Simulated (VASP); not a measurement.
# Si62P (a cell with a defect) in VASP: single point with LDA

Aim: the single point of Si62P (a cell with a defect) with LDA.

Program: VASP 6.6.1. These are calculated values, not measurements. Logs are shortened: lines on timing, memory, paths and dates and some standing lists are left out, and cuts for length are marked.

### Step 1. The cell of the first run

The cell holds a defect, 63 atoms: a = 10.860 Å, b = 10.860 Å, c = 10.860 Å, α = 90.00°, β = 90.00°, γ = 90.00°.

### Step 2. Single point, LDA

INCAR reads:

```
PREC = Accurate ; ENCUT = 520
EDIFF = 1E-7 ; ISMEAR = -1
SIGMA = 0.05 ; LREAL = Auto
LASPH = True ; NELM = 60
ALGO = Normal ; ISIF = 2
LWAVE = False ; LCHARG = True
GGA = CA ; LELF = True
LVHAR = True ; NELECT = 252.0
NBANDS = 164
```

KPOINTS reads:

```
regular mesh
0
Gamma
  1 1 1
```

POSCAR reads:

```
Si62P
1.0
   10.8600000000      0.0000000000      0.0000000000
    0.0000000000     10.8600000000      0.0000000000
    0.0000000000      0.0000000000     10.8600000000
Si P
62 1
Direct
    0.5005428177     -0.0019651934      0.0010453039
    0.6160868324      0.1312732044      0.1204315838
    0.7497997238      0.2488936464      0.0023977901
    0.8758162983      0.3746817680      0.1260519337
    0.8863847145      0.1031337017      0.3590418969
   -0.0109957643     -0.0010546041      0.0124837937
    0.1247255064      0.1237009208      0.1249417127
    0.2500506446      0.2489904236     -0.0034822284
    0.3676610497      0.3808524862      0.1231951197
    0.4997995396      0.5004750460     -0.0016853591
    0.6278036832      0.6254569982      0.1242778085
    0.7465761510      0.7436588398     -0.0085827808
    0.2501104972     -0.0004348066      0.2508383978
    0.3761600368      0.1245334254      0.3745121547
    0.4949905157      0.2539594843      0.2476579190
    0.6276486188      0.3707103131      0.3730106814
    0.7511924494      0.4995998158      0.2504540516
    0.8744721915      0.6247425414      0.3781210866
    0.5066914365     -0.0024520258      0.4920553407
    0.6272438306      0.1229779926      0.6199923573
    0.7540465009      0.2338980663      0.4844350829
    0.8731351750      0.3656833333      0.6168848066
    0.7501798343     -0.0000382136      0.7486151934
    0.8726883057      0.1222820442      0.8787075506
   -0.0016988950      0.5033495396      0.0022418969
    0.1097734807      0.6402651013      0.1285743094
    0.2454578269      0.7512340700      0.0019246777
    0.3738736648      0.8743286372      0.1250244015
    0.0034158379      0.2494643646      0.2492086556
    0.1264982505      0.3760411602      0.3762174954
    0.2421051565      0.5087362799      0.2479474217
    0.3786457643      0.6237825967      0.3733247698
    0.5040252302      0.7519011971      0.2472679558
    0.6376824125      0.8751205341      0.3638662063
    0.0065931860     -0.0009336096      0.5045298343
    0.1258599448      0.1290251381      0.6293443831
    0.2519330571      0.2495737569      0.5005497238
    0.3760320442      0.3749098527      0.6252909761
    0.5026877532      0.4966271639      0.4982653775
    0.6217300184      0.6252056169      0.6246047882
    0.7502607735      0.7505186004      0.4994946593
    0.8760819521      0.8747534070      0.6249075506
    0.2484021179     -0.0008266114      0.7513959484
    0.3765283610      0.1242569982      0.8734935543
    0.5024963168      0.2478953039      0.7468610497
    0.6236629834      0.3736477901      0.8744350829
    0.7483558932      0.4936179558      0.7424386740
    0.8730550645      0.6204084715      0.8698076427
   -0.0156348987      0.7708946593      0.2608561694
    0.1298261510      0.8749786372      0.3812070902
    0.0015093002      0.4981201657      0.5011288214
    0.1258479742      0.6246404236      0.6265586556
    0.2547318600      0.7452215470      0.5005906077
    0.3766578269      0.8751845304      0.6232106814
   -0.0014112339      0.2505127072      0.7531943831
    0.1236711786      0.3774166667      0.8774086556
    0.2504980663      0.4993235727      0.7507070902
    0.3722923573      0.6262330571      0.8771673112
    0.4987391344      0.7499351750      0.7510787293
    0.6265043278      0.8759120626      0.8752609576
   -0.0001883978      0.7497094843      0.7507480663
    0.1173916206      0.8765858195      0.8814249540
    0.8367325046     -0.0629159300      0.2119140884
```

Potentials or basis: VASP PAW LDA potentials, release 64 (Si, P).

Run with:

```sh
cat potpaw_LDA.64/Si/POTCAR potpaw_LDA.64/P/POTCAR > POTCAR
mpirun -np 1 vasp_gam > vasp.out
```

OUTCAR:

```text
PREC = Accurate
   ENCUT = 520
   EDIFF = 1E-7
   ISMEAR = -1
   LREAL = Auto
   LASPH = True
   NELM = 60
   ISIF = 2
   GGA = CA
   NELECT = 252.0

 ion  position               nearest neighbor table
   1  0.501  0.998  0.001-   2 2.31  60 2.34  28 2.35  44 2.37
   2  0.616  0.131  0.120-   1 2.31   3 2.32  15 2.33
   3  0.750  0.249  0.002-   2 2.32  24 2.34   4 2.35  46 2.38
   4  0.876  0.375  0.126-  17 2.34  25 2.35   3 2.35  29 2.36
   5  0.886  0.103  0.359-  35 2.34  29 2.36  21 2.44  63 2.47
   6  0.989  0.999  0.012-   7 2.35  24 2.35  62 2.39  63 2.81
   7  0.125  0.124  0.125-  29 2.33   6 2.35  13 2.35   8 2.38
   8  0.250  0.249  0.997-  56 2.35  44 2.35   9 2.36   7 2.38
   9  0.368  0.381  0.123-   8 2.36  10 2.36  31 2.37  15 2.37
  10  0.500  0.500  0.998-  58 2.35  46 2.35   9 2.36  11 2.38
  11  0.628  0.625  0.124-  12 2.32  33 2.34  17 2.35  10 2.38
  12  0.747  0.744  0.991-  60 2.31  11 2.32  48 2.33
  13  0.250  1.000  0.251-  14 2.35  28 2.35   7 2.35  50 2.35
  14  0.376  0.125  0.375-  13 2.35  37 2.35  15 2.35  19 2.35
  15  0.495  0.254  0.248-   2 2.33  16 2.35  14 2.35   9 2.37
  16  0.628  0.371  0.373-  17 2.35  15 2.35  21 2.36  39 2.36
  17  0.751  0.500  0.250-   4 2.34  16 2.35  11 2.35  18 2.36
  18  0.874  0.625  0.378-  41 2.33  17 2.36  49 2.36  51 2.36
[... 43 lines left out ...]
  62  0.117  0.877  0.881-  27 2.35  61 2.35   6 2.39  43 2.41
  63  0.837  0.937  0.212-   5 2.47  49 2.47  34 2.80   6 2.81

  LATTYP: Found a simple cubic cell.
 ALAT       =    10.8600000000

  Lattice vectors:

 A1 = (  10.8600000000,   0.0000000000,   0.0000000000)
 A2 = (   0.0000000000,  10.8600000000,   0.0000000000)
 A3 = (   0.0000000000,   0.0000000000,  10.8600000000)

Analysis of symmetry for initial positions (statically):
=====================================================================
 Subroutine PRICEL returns:
 Original cell was already a primitive cell.

 Routine SETGRP: Setting up the symmetry group for a
 simple cubic supercell.

 Subroutine GETGRP returns: Found  1 space group operations
 (whereof  1 operations were pure point group operations)
 out of a pool of 48 trial point group operations.

The static configuration has the point symmetry C_1 .

Analysis of symmetry for dynamics (positions and initial velocities):
=====================================================================
 Subroutine PRICEL returns:
 Original cell was already a primitive cell.

 Routine SETGRP: Setting up the symmetry group for a
[... 209 lines left out ...]
   NFREE  =      0    steps in history (QN), initial steepest desc. (CG)
   ISIF   =      2    stress and relaxation
   ISYM   =      2    0-nonsym 1-usesym 2-fastsym
   POTIM  = 0.5000    time-step for ionic-motion
   TEBEG  =    0.0;   TEEND  =   0.0 temperature during run
   PSTRESS=    0.0 pullay stress
   NELECT =     252.0000    total number of electrons
   NUPDOWN=      -1.0000    fix difference up-down
   EMIN   =  10.00;   EMAX   =-10.00  energy-range for DOS
   EFERMI =   0.00;   METHOD = LEGACY
   ISMEAR =    -1;   SIGMA  =   0.05  broadening in eV -4-tet -1-fermi 0-gaus
   EFERMI_NEDOS =   21; number of points for ismear=-14 and -15
   IALGO  =     38    algorithm
   IMIX   =      4    mixing-type and parameters
     AMIX     =   0.40;   BMIX     =  1.00
     AMIX_MAG =   1.60;   BMIX_MAG =  1.00
  volume/ion in A,a.u.               =      20.33       137.20
  Fermi-wavevector in a.u.,A,eV,Ry     =   0.952164  1.799329 12.335269  0.906617
  Thomas-Fermi vector in A             =   2.080702
   LORBIT       =      0    0 simple, 1 ext, 2 COOP (PROOUT), +10 PAW based schemes
   GGA     = CA    functional components
   LHFCALC =     F    Hartree Fock is set to
   AEXX    =    0.0000 exact exchange contribution
   IVDW    =     0    specifies the selected vdW correction
   LEPSILON=     F    determine dielectric tensor
   LRPA    =     F    only Hartree local field effects (RPA)
 non-spin polarized calculation
  energy-cutoff  :      520.00
  volume of cell :     1280.82
 maximum number of plane-waves:     17229
 NGX is ok and might be reduce to    84
   NGX = 41   NGY = 41   NGZ = 41

 number of electron     251.9999994 magnetization

 Free energy of the ion-electron system (eV)
  ---------------------------------------------------
  ext. energy  EPLUGINS =         0.00000000
  ---------------------------------------------------
  free energy    TOTEN  =      -371.12421303 eV

  energy without entropy =     -371.04637426  energy(sigma->0) =     -371.08529365

 E-fermi :   5.8590     XC(G=0):  -9.5362

 val. band max:        5.7596005105   @ k =   0.0000   0.0000   0.0000
 cond. band min:       5.9633357103   @ k =   0.0000   0.0000   0.0000
 fundamental gap:      0.2037351998
 Fermi energy:         5.8590338191

 k-point     1 :       0.0000    0.0000    0.0000
  band No.  band energies     occupation
      1      -6.2895      2.00000
      2      -5.4794      2.00000
      3      -5.2160      2.00000
      4      -5.1864      2.00000
      5      -5.1818      2.00000
      6      -5.1608      2.00000
[... 130 lines left out ...]
    137       6.7663      0.00000
    138       6.7913      0.00000
 [bands above 138 left out]

------------------------ aborting loop because EDIFF is reached ----------------------------------------

  FORCE on cell =-STRESS in cart. coord.  units (eV):
  Direction    XX          YY          ZZ          XY          YZ          ZX
  --------------------------------------------------------------------------------------
  -------------------------------------------------------------------------------------
  Total      -25.3429308    -26.0403287    -25.3528793     -0.2821777      0.1092516      4.3810157
  in kB      -31.7013637    -32.5737357    -31.7138083     -0.3529748      0.1366623      5.4801938
  external PRESSURE =     -31.9963026 kB  Pullay stress =       0.0000000 kB

 VOLUME and BASIS-vectors are now :
 -----------------------------------------------------------------------------
  energy-cutoff  :      520.00
  volume of cell :     1280.82
      direct lattice vectors                 reciprocal lattice vectors
    10.860000000  0.000000000  0.000000000     0.092081031  0.000000000  0.000000000
     0.000000000 10.860000000  0.000000000     0.000000000  0.092081031  0.000000000
     0.000000000  0.000000000 10.860000000     0.000000000  0.000000000  0.092081031

 POSITION                                       TOTAL-FORCE (eV/Angst)
 -----------------------------------------------------------------------------------
      5.43590     10.83866      0.01135         0.000644      0.002326     -0.001466
      6.69070      1.42563      1.30789         0.003637     -0.005150      0.006208
      8.14283      2.70298      0.02604         0.001542      0.001591     -0.003997
      9.51136      4.06904      1.36892        -0.001137     -0.001986      0.000776
      9.62614      1.12003      3.89920        -0.013520      0.000559      0.002830
     10.74059     10.84855      0.13557         0.001088     -0.005820     -0.000652
[... 55 lines left out ...]
      1.27487      9.51972      9.57228        -0.004736     -0.001312     -0.001672
      9.08691     10.17673      2.30139         0.013335     -0.003473      0.005826
 -----------------------------------------------------------------------------------
    total drift:                                0.013248     -0.012429      0.000878

  FREE ENERGIE OF THE ION-ELECTRON SYSTEM (eV)
  ---------------------------------------------------
  free  energy   TOTEN  =      -371.1242130341 eV

  energy  without entropy=     -371.0463742637  energy(sigma->0) =     -371.08529365
```

Run time: 8 min. Hardware: 1 thread of Intel Xeon Platinum 8259CL at 2.50GHz (Skylake/Cascade Lake), shared host; peak memory 0.72 GiB.

Results:

| Property | Result |
| --- | --- |
| Free energy | -371.1242 eV |
| Largest force | 0.018 eV/Å |

Forces on the atoms (eV/Å):
```
Si   0.001  0.002 -0.001
Si   0.004 -0.005  0.006
Si   0.002  0.002 -0.004
Si  -0.001 -0.002  0.001
Si  -0.014  0.001  0.003
Si   0.001 -0.006 -0.001
Si   0.001 -0.004  0.001
Si   0.000 -0.004 -0.002
Si  -0.004 -0.002  0.003
Si   0.003  0.003  0.004
Si   0.000  0.003 -0.001
Si  -0.005 -0.004  0.001
Si   0.001  0.000  0.002
Si   0.000 -0.003 -0.002
Si  -0.001  0.003  0.002
Si  -0.003  0.000 -0.003
Si   0.002  0.003  0.003
Si   0.002 -0.003 -0.004
Si  -0.001  0.003  0.002
Si  -0.001  0.000  0.003
Si   0.007 -0.003 -0.003
Si  -0.002 -0.002 -0.002
Si   0.002  0.002  0.002
Si   0.000  0.001 -0.003
Si   0.003  0.005  0.003
Si  -0.003 -0.001  0.002
Si  -0.003  0.001  0.000
Si  -0.003 -0.004 -0.002
Si   0.003 -0.001 -0.004
Si   0.000  0.002  0.001
Si   0.002 -0.002 -0.004
Si  -0.004 -0.002 -0.001
Si   0.001  0.001  0.000
Si   0.011  0.002 -0.005
Si  -0.002 -0.001 -0.003
Si  -0.004 -0.001 -0.002
Si  -0.001 -0.001  0.000
Si  -0.001  0.000 -0.002
Si   0.006  0.000  0.000
Si   0.002  0.003  0.000
Si   0.002  0.001  0.000
Si   0.003 -0.002 -0.001
Si   0.002  0.001  0.000
Si  -0.001 -0.003 -0.002
Si   0.004  0.000 -0.001
Si   0.000 -0.002  0.002
Si   0.004  0.000  0.000
Si   0.002  0.002 -0.001
Si  -0.013  0.012 -0.004
Si  -0.004  0.002 -0.002
Si  -0.002  0.003  0.002
Si  -0.001  0.001  0.000
Si   0.001  0.002 -0.002
Si  -0.002 -0.002 -0.003
Si  -0.002  0.001  0.005
Si  -0.005  0.000 -0.001
Si   0.003 -0.001  0.003
Si  -0.003  0.002  0.000
Si   0.004  0.002  0.002
Si   0.000  0.001  0.003
Si   0.000 -0.001  0.005
Si  -0.005 -0.001 -0.002
P    0.013 -0.003  0.006
```

Levels at points of the mesh, in eV from the Fermi level:
```tsv
k point	band 122	band 123	band 124	band 125	band 126	band 127	band 128	band 129	band 130	band 131
(0.00, 0.00, 0.00)	-1.23	-0.67	-0.66	-0.63	-0.10	0.10	0.25	0.30	0.44	0.45
```

Caveat: the k points lie up to 0.58 Å⁻¹ apart; the cell carries a net charge on a neutralising background, which shifts energy and pressure; the cell is charged against a uniform background, so pressure and absolute levels hang on convention.
